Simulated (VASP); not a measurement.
A run of VASP 6.6.1:

File INCAR:

```
SYSTEM = GeSb3O2
PREC     = Accurate       ! precision mode
ENCUT    = 600            ! plane-wave cutoff, eV
EDIFF    = 1E-6           ! SCF threshold, eV
ISMEAR   = 0              ! smearing method
SIGMA    = 0.1            ! smearing width, eV
LREAL    = .FALSE.        ! projectors in reciprocal space
LASPH    = .TRUE.         ! aspherical terms in the spheres
NELM     = 120            ! most SCF steps
ALGO     = Normal         ! electronic algorithm
ISIF     = 2              ! what is computed and relaxed
LWAVE    = .FALSE.        ! write WAVECAR
LCHARG   = .FALSE.        ! write CHGCAR
GGA      = PE             ! functional
NBANDS   = 44             ! bands
GGA_COMPAT= .FALSE.
```

Contents of KPOINTS:

```
Automatic mesh
0
G
  6 6 4
  0 0 0
```

The input POSCAR:

```
GeSb3O2
1.0
    5.3071689100      0.0000000000      0.0000000000
   -2.6535844500      4.5961430900      0.0000000000
    0.0000000000      0.0000000000      5.0029626000
Ge Sb O
1 3 2
Direct
    0.0000000000      0.0000000000      0.0000000000
    0.5000000000      0.0000000000      0.5000000000
    0.0000000000      0.5000000000      0.5000000000
    0.5000000000      0.5000000000      0.5000000000
    0.0000000000      0.0000000000      0.3769231900
    0.0000000000      0.0000000000      0.6230768100
```

Potentials or basis: VASP PAW PBE potentials, release 64 (Ge_d, Sb_d_GW, O).

Launch:

```sh
$ cat potpaw_PBE.64/Ge_d/POTCAR potpaw_PBE.64/Sb_d_GW/POTCAR potpaw_PBE.64/O/POTCAR > POTCAR
$ mpirun -np 1 vasp_std > vasp.out
```

Hardware: 1 thread of AMD EPYC 7R13 Processor (Zen 3) (shared host).

**Question.** Estimate the wall time of this run.

**Answer.** Run time: 2.5 min on 1 thread of AMD EPYC 7R13 Processor (Zen 3), on a shared host, peak memory 0.3 GiB. Counts: scf iterations 15, k points 21.
